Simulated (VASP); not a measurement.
Runs of VASP 6.6.1 on Co. The structure is that of space group Fm-3m (No. 225), or close to it. The cells are those of the table. This isn't the form of Co at room conditions, which is hcp.

```tsv
task	cell	k mesh	cutoff (eV)	gap on the mesh (eV)	pressure (GPa)	moment (μB)
single point	a = 2.420 Å, angles 60.0°, 1 atom	17 × 17 × 17	520	none	8.8	1.55
single point	a = 2.351 Å, angles 60.0°, 1 atom	17 × 17 × 17	520	none	38.4	(a)
relaxation of cell and atoms	relaxed from a = 2.502 Å, angles 60.0°, 1 atom	15 × 15 × 15	600	none	0.0	1.63
single point	a = 2.486 Å, angles 60.0°, 1 atom	17 × 17 × 17	520	none	-9.4	(c)
single point	a = 2.517 Å, angles 60.0°, 1 atom	17 × 17 × 17	520	none	(b)	1.67
```

Alike in all rows: level PBEsol; potentials or basis VASP PAW PBE potentials, release 64 (Co); spin collinear, ferromagnetic start; smearing fermi-dirac 0.05 eV.

Estimate the missing entries.

(a) 1.47; (b) -16.2; (c) 1.66.

Caveats: the PAW data sets were made with another functional, which shifts forces and pressure a little; the cell stands under pressure (at least some runs); the cell stands under tension (at least some runs).

A gap of «none» marks levels without a gap at the run's occupations.
